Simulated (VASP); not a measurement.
# Ta16Si in VASP: notebook

The runs below take Ta16Si through single point, with PBE.

All numbers are computed with VASP 6.6.1; they aren't measurements. Logs are shortened: lines on timing, memory, paths and dates and some standing lists are left out, and cuts for length are marked.

**1. The cell of the first run**

The cell holds a slab with vacuum, 17 atoms: a = 6.638 Å, b = 6.638 Å, c = 20.300 Å, α = 90.00°, β = 90.00°, γ = 90.00°.

**2. Single point, PBE**

INCAR reads:

```
PREC = Accurate
ENCUT = 520
EDIFF = 1E-6
ISMEAR = 0
SIGMA = 0.1
LREAL = Auto
LASPH = T
NELM = 100
ALGO = Normal
ISIF = 2
LWAVE = F
LCHARG = F
LDIPOL = T
IDIPOL = 3
DIPOL = 0.5 0.5 0.331
GGA = PE
NBANDS = 104
```

KPOINTS reads:

```
regular mesh
0
Gamma
  4 4 1
```

POSCAR reads:

```
Ta16Si
1.0
    6.6379342679      0.0000000000      0.0000000000
    0.0000000000      6.6379342679      0.0000000000
    0.0000000000      0.0000000000     20.2996559574
Ta Si
16 1
Direct
    0.2500000000      0.2500000000      0.1970476745
    0.2500000000      0.7500000000      0.1970476745
    0.7500000000      0.2500000000      0.1970476745
    0.7500000000      0.7500000000      0.1970476745
    0.0000000000      0.0000000000      0.2787970190
    0.0000000000      0.5000000000      0.2787970190
    0.5000000000      0.0000000000      0.2787970190
    0.5000000000      0.5000000000      0.2787970190
    0.2500000000      0.2500000000      0.3599139064
    0.2500000000      0.7500000000      0.3599139064
    0.7500000000      0.2500000000      0.3599139064
    0.7500000000      0.7500000000      0.3599139064
    0.0000000000      0.0000000000      0.4334879357
    0.0000000000      0.5000000000      0.4334879357
    0.5000000000      0.0000000000      0.4334879357
    0.5000000000      0.5000000000      0.4334879357
    0.0000000000      0.1250000000      0.5450409900
```

Potentials or basis: VASP PAW PBE potentials, release 64 (Ta_pv, Si).

Started as:

```bash
$ cat potpaw_PBE.64/Ta_pv/POTCAR potpaw_PBE.64/Si/POTCAR > POTCAR
$ mpirun -np 1 vasp_std > vasp.out
```

OUTCAR:

```text
PREC = Accurate
   ENCUT = 520
   EDIFF = 1E-6
   ISMEAR = 0
   LREAL = Auto
   LASPH = T
   NELM = 100
   ISIF = 2
   GGA = PE

 ion  position               nearest neighbor table
   1  0.250  0.250  0.197-   5 2.87   6 2.87   7 2.87   8 2.87   9 3.31   3 3.32   2 3.32   2 3.32
                             3 3.32
   2  0.250  0.750  0.197-   5 2.87   6 2.87   7 2.87   8 2.87  10 3.31   4 3.32   1 3.32   1 3.32
                             4 3.32
   3  0.750  0.250  0.197-   5 2.87   6 2.87   7 2.87   8 2.87  11 3.31   4 3.32   1 3.32   4 3.32
                             1 3.32
   4  0.750  0.750  0.197-   5 2.87   6 2.87   7 2.87   8 2.87  12 3.31   3 3.32   2 3.32   3 3.32
                             2 3.32
   5  0.000  0.000  0.279-   9 2.87  10 2.87  11 2.87  12 2.87   1 2.87   2 2.87   3 2.87   4 2.87
                            13 3.14   7 3.32   6 3.32   6 3.32   7 3.32
   6  0.000  0.500  0.279-   9 2.87  10 2.87  11 2.87  12 2.87   1 2.87   2 2.87   3 2.87   4 2.87
                            14 3.14   8 3.32   5 3.32   5 3.32   8 3.32
   7  0.500  0.000  0.279-   9 2.87  10 2.87  11 2.87  12 2.87   1 2.87   2 2.87   3 2.87   4 2.87
                            15 3.14   8 3.32   5 3.32   8 3.32   5 3.32
   8  0.500  0.500  0.279-   9 2.87  10 2.87  11 2.87  12 2.87   1 2.87   2 2.87   3 2.87   4 2.87
                            16 3.14   7 3.32   6 3.32   7 3.32   6 3.32
   9  0.250  0.250  0.360-  13 2.78  14 2.78  15 2.78  16 2.78   5 2.87   6 2.87   7 2.87   8 2.87
                             1 3.31  10 3.32  11 3.32  10 3.32  11 3.32
  10  0.250  0.750  0.360-  13 2.78  14 2.78  15 2.78  16 2.78   5 2.87   6 2.87   7 2.87   8 2.87
                             2 3.31   9 3.32  12 3.32   9 3.32  12 3.32
  11  0.750  0.250  0.360-  13 2.78  14 2.78  15 2.78  16 2.78   5 2.87   6 2.87   7 2.87   8 2.87
                             3 3.31   9 3.32  12 3.32  12 3.32   9 3.32
  12  0.750  0.750  0.360-  13 2.78  14 2.78  15 2.78  16 2.78   5 2.87   6 2.87   7 2.87   8 2.87
                             4 3.31  10 3.32  11 3.32  11 3.32  10 3.32
  13  0.000  0.000  0.433-  17 2.41  10 2.78  11 2.78  12 2.78   9 2.78   5 3.14  15 3.32  14 3.32
                            14 3.32  15 3.32
  14  0.000  0.500  0.433-   9 2.78  10 2.78  11 2.78  12 2.78   6 3.14  13 3.32  16 3.32  13 3.32
                            16 3.32  17 3.37
  15  0.500  0.000  0.433-   9 2.78  10 2.78  11 2.78  12 2.78   7 3.14  13 3.32  16 3.32  16 3.32
                            13 3.32
  16  0.500  0.500  0.433-   9 2.78  10 2.78  11 2.78  12 2.78   8 3.14  14 3.32  15 3.32  15 3.32
                            14 3.32
  17  0.000  0.125  0.545-  13 2.41  14 3.37

  LATTYP: Found a simple tetragonal cell.
 ALAT       =     6.6379342679
 C/A-ratio  =     3.0581284987

  Lattice vectors:

 A1 = (   6.6379342679,   0.0000000000,   0.0000000000)
 A2 = (   0.0000000000,   6.6379342679,   0.0000000000)
 A3 = (   0.0000000000,   0.0000000000,  20.2996559574)

Analysis of symmetry for initial positions (statically):
=====================================================================
 Subroutine PRICEL returns:
 Original cell was already a primitive cell.

 Routine SETGRP: Setting up the symmetry group for a
 simple tetragonal supercell.

 Subroutine GETGRP returns: Found  2 space group operations
 (whereof  2 operations were pure point group operations)
 out of a pool of 16 trial point group operations.

The static configuration has the point symmetry C_1h.

Analysis of symmetry for dynamics (positions and initial velocities):
=====================================================================
 Subroutine PRICEL returns:
 Original cell was already a primitive cell.

 Routine SETGRP: Setting up the symmetry group for a
 simple tetragonal supercell.

 Subroutine GETGRP returns: Found  2 space group operations
 (whereof  2 operations were pure point group operations)
 out of a pool of 16 trial point group operations.

The dynamic configuration has the point symmetry C_1h.

 Subroutine INISYM returns: Found  2 space group operations
 (whereof  2 operations are pure point group operations),
 and found     1 'primitive' translations

----------------------------------------------------------------------------------------

                                     Primitive cell

  volume of cell :     894.4469

  direct lattice vectors                    reciprocal lattice vectors
     6.637934268  0.000000000  0.000000000     0.150649277  0.000000000  0.000000000
     0.000000000  6.637934268  0.000000000     0.000000000  0.150649277  0.000000000
[... 62 lines left out ...]
  Shift w.r.t. Gamma in fractional coordinates (k-lattice)
     0.000000000  0.000000000  0.000000000

 Subroutine IBZKPT returns following result:
 ===========================================

 Found      9 irreducible k-points:

 Following reciprocal coordinates:
            Coordinates               Weight
  0.000000  0.000000  0.000000      1.000000
  0.250000  0.000000  0.000000      2.000000
  0.000000  0.250000  0.000000      2.000000
  0.500000  0.000000  0.000000      1.000000
  0.000000  0.500000  0.000000      1.000000
  0.250000  0.250000  0.000000      4.000000
  0.500000  0.250000  0.000000      2.000000
 -0.250000  0.500000  0.000000      2.000000
  0.500000  0.500000  0.000000      1.000000
   k-points           NKPTS =      9   k-points in BZ     NKDIM =      9   number of bands    NBANDS=    104
   number of dos      NEDOS =    301   number of ions     NIONS =     17
   total plane-waves  NPLWV = 400000
   dimension x,y,z NGX =    50 NGY =   50 NGZ =  160
   dimension x,y,z NGXF=   100 NGYF=  100 NGZF=  320
   ions per type =              16   1
   NGX,Y,Z   is equivalent  to a cutoff of  12.52, 12.52, 13.10 a.u.
   NGXF,Y,Z  is equivalent  to a cutoff of  25.04, 25.04, 26.21 a.u.
 SYSTEM =  unknown system
   PREC   = accura    normal or accurate (medium, high low for compatibility)
   ISTART =      0    job   : 0-new  1-cont  2-samecut
   ICHARG =      2    charge: 1-file 2-atom 10-const
   ISPIN  =      1    spin polarized calculation?
   LNONCOLLINEAR =      F non collinear calculations
   LSORBIT =      F    spin-orbit coupling
   LASPH  =      T    aspherical Exc in radial PAW
   ENCUT  =  520.0 eV  38.22 Ry    6.18 a.u.  12.34 12.34 37.74*2*pi/ulx,y,z
   NELM   =    100;   NELMIN=  2; NELMDL= -5     # of ELM steps
   EDIFF  = 0.1E-05   stopping-criterion for ELM
   LREAL  =      T    real-space projection
   EDIFFG = 0.1E-04   stopping-criterion for IOM
   NSW    =      0    number of steps for IOM
   IBRION =     -1    ionic relax: 0-MD 1-quasi-New 2-CG
   NFREE  =      0    steps in history (QN), initial steepest desc. (CG)
   ISIF   =      2    stress and relaxation
   ISYM   =      2    0-nonsym 1-usesym 2-fastsym
   POTIM  = 0.5000    time-step for ionic-motion
   TEBEG  =    0.0;   TEEND  =   0.0 temperature during run
   PSTRESS=    0.0 pullay stress
   NELECT =     180.0000    total number of electrons
   NUPDOWN=      -1.0000    fix difference up-down
   EMIN   =  10.00;   EMAX   =-10.00  energy-range for DOS
   EFERMI =   0.00;   METHOD = LEGACY
   ISMEAR =     0;   SIGMA  =   0.10  broadening in eV -4-tet -1-fermi 0-gaus
   EFERMI_NEDOS =   21; number of points for ismear=-14 and -15
   IALGO  =     38    algorithm
   IMIX   =      4    mixing-type and parameters
     AMIX     =   0.40;   BMIX     =  1.00
     AMIX_MAG =   1.60;   BMIX_MAG =  1.00
  volume/ion in A,a.u.               =      52.61       355.06
  Fermi-wavevector in a.u.,A,eV,Ry     =   0.959358  1.812924 12.522370  0.920368
  Thomas-Fermi vector in A             =   2.088547
   LORBIT       =      0    0 simple, 1 ext, 2 COOP (PROOUT), +10 PAW based schemes
   GGA     = PE    functional components
   LHFCALC =     F    Hartree Fock is set to
   AEXX    =    0.0000 exact exchange contribution
   IVDW    =     0    specifies the selected vdW correction
   LEPSILON=     F    determine dielectric tensor
   LRPA    =     F    only Hartree local field effects (RPA)
 non-spin polarized calculation
 Gauss-broadening in eV      SIGMA  =   0.10
  energy-cutoff  :      520.00
  volume of cell :      894.45
 maximum number of plane-waves:     24163
 NGX is ok and might be reduce to    50
   NGX = 25   NGY = 25   NGZ = 75

 dipolmoment           0.000000      0.000000     -2.367340 electrons x Angstroem

 number of electron     179.9999955 magnetization

 dipolmoment           0.000000      0.000000      0.139778 electrons x Angstroem

 Free energy of the ion-electron system (eV)
  ---------------------------------------------------
  ext. energy  EPLUGINS =         0.00000000
  ---------------------------------------------------
  free energy    TOTEN  =      -177.88462930 eV

  energy without entropy =     -177.78459799  energy(sigma->0) =     -177.83461365

 E-fermi :  -0.5481     XC(G=0):  -5.5354

 val. band max:       -0.5627485464   @ k =   0.0000   0.0000   0.0000
 cond. band min:      -0.5268943565   @ k =   0.5000   0.0000   0.0000
 fundamental gap:      0.0358541899
 Fermi energy:        -0.5480944545

 k-point     1 :       0.0000    0.0000    0.0000
  band No.  band energies     occupation
      1     -35.5846      2.00000
      2     -35.5767      2.00000
      3     -35.5704      2.00000
      4     -35.5690      2.00000
      5     -35.5685      2.00000
      6     -35.5667      2.00000
[... 934 lines left out ...]
    101      -0.0926      0.00000
    102       0.0511      0.00000
 [bands above 102 left out]

------------------------ aborting loop because EDIFF is reached ----------------------------------------

 vacuum level on the upper side and lower side of the slab       (xc-potential included)         0.049        -0.503

  FORCE on cell =-STRESS in cart. coord.  units (eV):
  Direction    XX          YY          ZZ          XY          YZ          ZX
  --------------------------------------------------------------------------------------
  -------------------------------------------------------------------------------------
  Total      -18.0844845    -18.1208255     -3.7539117      0.0000000      1.5118747      0.0000000
  in kB      -32.3938184    -32.4589142     -6.7241913      0.0000000      2.7081443      0.0000000
  external PRESSURE =     -23.8589746 kB  Pullay stress =       0.0000000 kB

 VOLUME and BASIS-vectors are now :
 -----------------------------------------------------------------------------
  energy-cutoff  :      520.00
  volume of cell :      894.45
      direct lattice vectors                 reciprocal lattice vectors
     6.637934268  0.000000000  0.000000000     0.150649277  0.000000000  0.000000000
     0.000000000  6.637934268  0.000000000     0.000000000  0.150649277  0.000000000
     0.000000000  0.000000000 20.299655957     0.000000000  0.000000000  0.049261919

 POSITION                                       TOTAL-FORCE (eV/Angst)
 -----------------------------------------------------------------------------------
      1.65948      1.65948      4.00000        -0.029955     -0.005218      0.847094
      1.65948      4.97845      4.00000        -0.021013      0.029795      0.815076
      4.97845      1.65948      4.00000         0.029955     -0.005218      0.847094
      4.97845      4.97845      4.00000         0.021013      0.029795      0.815076
      0.00000      0.00000      5.65948         0.000000      0.095418     -1.256162
      0.00000      3.31897      5.65948         0.000000     -0.020800     -0.783934
[... 9 lines left out ...]
      3.31897      3.31897      8.79966         0.000000      0.058181     -0.336729
      0.00000      0.82974     11.06414         0.000000      0.837130      0.010504
 -----------------------------------------------------------------------------------
    total drift:                               -0.000000     -0.000053      0.003916

  FREE ENERGIE OF THE ION-ELECTRON SYSTEM (eV)
  ---------------------------------------------------
  free  energy   TOTEN  =      -177.8846293047 eV

  energy  without entropy=     -177.7845979857  energy(sigma->0) =     -177.83461365

 vacuum level on the upper side and lower side of the slab         3.801         3.237
```

It took 33 min on 1 thread of Intel Xeon Platinum 8488C (Sapphire Rapids), shared host; peak memory 1.1 GiB.

Results:

```
Free energy            : -177.8846 eV
Largest force          : 1.260 eV/Å
Band gap on the k mesh : zero (band 90 reaches -0.40 eV, above the bottom of band 91 at -0.78 eV)
```

Forces in eV/Å, atoms in the order of the input:
```
Ta  -0.030 -0.005  0.847
Ta  -0.021  0.030  0.815
Ta   0.030 -0.005  0.847
Ta   0.021  0.030  0.815
Ta   0.000  0.095 -1.256
Ta   0.000 -0.021 -0.784
Ta   0.000  0.024 -0.728
Ta   0.000 -0.029 -0.680
Ta   0.119  0.178 -0.268
Ta   0.278 -0.202 -0.210
Ta  -0.119  0.178 -0.268
Ta  -0.278 -0.202 -0.210
Ta   0.000 -0.484  0.344
Ta   0.000 -0.535  0.840
Ta   0.000  0.053  0.221
Ta   0.000  0.058 -0.337
Si   0.000  0.837  0.011
```

Caveat: spin-orbit coupling is left out, which moves the levels of the heavy elements.

**3. Single point, PBE**

INCAR reads:

```
SYSTEM = Ta16Si
PREC = Accurate ; ENCUT = 520
EDIFF = 1E-6 ; ISMEAR = 0
SIGMA = 0.1 ; LREAL = Auto
LASPH = .True. ; NELM = 100
ALGO = Normal ; ISIF = 2
LWAVE = .False. ; LCHARG = .True.
LDIPOL = .True. ; IDIPOL = 3
DIPOL = 0.5 0.5 0.328 ; GGA = PE
LELF = .True. ; LVHAR = .True.
LVACPOTAV = .True. ; NBANDS = 104
```

KPOINTS reads:

```
regular mesh
0
Gamma
  4 4 1
  0 0 0
```

Changes to POSCAR since step 2:

```diff
@@ -24,2 +24,2 @@
     0.5000000000      0.5000000000      0.4334879357
-    0.0000000000      0.1250000000      0.5450409900
+    0.1875000000      0.2500000000      0.4990879265
```

Potentials or basis: VASP PAW PBE potentials, release 64 (Ta_pv, Si).

Started as:

```bash
$ cat potpaw_PBE.64/Ta_pv/POTCAR potpaw_PBE.64/Si/POTCAR > POTCAR
$ mpirun -np 1 vasp_std > vasp.out
```

It took 32 min on 1 thread of AMD EPYC 9R45 (Zen 5), shared host; peak memory 1.1 GiB.

It converged, with:

```yaml
Free_energy: -180.7594 eV
Largest_force: 2.293 eV/Å
Band_gap_on_the_k_mesh: zero (band 90 reaches -0.41 eV, above the bottom of band 91 at -1.25 eV)
```

Forces in eV/Å, atoms in the order of the input:
```
Ta   0.024  0.000  0.936
Ta  -0.028  0.000  0.828
Ta   0.002  0.000  0.819
Ta   0.058  0.000  0.831
Ta   0.015  0.028 -1.007
Ta   0.015 -0.028 -1.007
Ta   0.000  0.028 -0.807
Ta   0.000 -0.028 -0.807
Ta   0.015  0.000 -0.846
Ta   0.215  0.000 -0.373
Ta  -0.203  0.000 -0.394
Ta  -0.053  0.000 -0.427
Ta  -0.886 -0.866  0.351
Ta  -0.886  0.866  0.351
Ta  -0.291  0.125  0.764
Ta  -0.291 -0.125  0.764
Si   2.293  0.000  0.022
```

Levels at points of the mesh, in eV from the Fermi level:
| k point | band 87 | band 88 | band 89 | band 90 | band 91 | band 92 | band 93 | band 94 | band 95 | band 96 |
| --- | --- | --- | --- | --- | --- | --- | --- | --- | --- | --- |
| (0.00, 0.00, 0.00) | -0.02 | 0.05 | 0.07 | 0.21 | 0.23 | 0.42 | 0.43 | 0.45 | 0.53 | 0.58 |
| (0.50, 0.00, 0.00) | -0.44 | -0.42 | -0.28 | -0.27 | -0.01 | 0.29 | 0.33 | 0.33 | 0.54 | 0.56 |
| (0.00, 0.50, 0.00) | -0.53 | -0.40 | -0.28 | -0.26 | -0.07 | 0.29 | 0.33 | 0.33 | 0.52 | 0.55 |
| (0.50, 0.50, 0.00) | -0.86 | -0.80 | -0.74 | -0.65 | -0.63 | -0.07 | -0.01 | 0.02 | 0.04 | 0.34 |

Caveat: spin-orbit coupling is left out, which moves the levels of the heavy elements.

**4. Single point, PBE**

INCAR reads:

```
SYSTEM = Ta16Si
PREC = Accurate
ENCUT = 520
EDIFF = 1E-6
ISMEAR = 0
SIGMA = 0.1
LREAL = Auto
LASPH = .True.
NELM = 80
ALGO = Normal
ISIF = 2
LWAVE = .False.
LCHARG = .False.
LDIPOL = .True.
IDIPOL = 3
DIPOL = 0.5 0.5 0.330
GGA = PE
NBANDS = 104
```

KPOINTS is that of step 3.

Changes to POSCAR since step 3:

```diff
@@ -24,2 +24,2 @@
     0.5000000000      0.5000000000      0.4334879357
-    0.1875000000      0.2500000000      0.4990879265
+    0.0000000000      0.1875000000      0.5335820117
```

Started as:

```bash
$ cat potpaw_PBE.64/Ta_pv/POTCAR potpaw_PBE.64/Si/POTCAR > POTCAR
$ mpirun -np 1 vasp_std > vasp.out
```

Wall time 50 min (1 thread of Intel Xeon Platinum 8488C (Sapphire Rapids), shared host); peak memory 1.1 GiB.

The run converged. Its results:

```yaml
Free_energy: -178.4095 eV
Largest_force: 1.659 eV/Å
Band_gap_on_the_k_mesh: zero (band 90 reaches -0.39 eV, above the bottom of band 91 at -0.91 eV)
```

Forces on the atoms (eV/Å):
```
Ta  -0.010 -0.005  0.849
Ta  -0.024  0.022  0.812
Ta   0.010 -0.005  0.849
Ta   0.024  0.022  0.812
Ta   0.000  0.143 -1.231
Ta   0.000 -0.081 -0.872
Ta   0.000  0.049 -0.716
Ta   0.000 -0.048 -0.717
Ta  -0.025  0.066 -0.226
Ta   0.297 -0.093 -0.193
Ta   0.025  0.066 -0.226
Ta  -0.297 -0.093 -0.193
Ta   0.000 -1.312 -0.214
Ta   0.000 -0.504  1.439
Ta   0.000  0.004  0.063
Ta   0.000  0.113 -0.248
Si   0.000  1.659  0.013
```

Levels at points of the mesh, in eV from the Fermi level:
| k point | band 87 | band 88 | band 89 | band 90 | band 91 | band 92 | band 93 | band 94 |
| --- | --- | --- | --- | --- | --- | --- | --- | --- |
| (0.00, 0.00, 0.00) | -0.02 | 0.11 | 0.11 | 0.12 | 0.15 | 0.27 | 0.33 | 0.33 |
| (0.50, 0.00, 0.00) | -0.48 | -0.39 | -0.27 | -0.05 | 0.07 | 0.09 | 0.24 | 0.27 |
| (0.00, 0.50, 0.00) | -0.48 | -0.39 | -0.38 | -0.11 | -0.04 | 0.21 | 0.24 | 0.25 |
| (0.50, 0.50, 0.00) | -0.92 | -0.87 | -0.81 | -0.52 | -0.37 | -0.17 | -0.14 | -0.13 |

Caveat: spin-orbit coupling is left out, which moves the levels of the heavy elements.
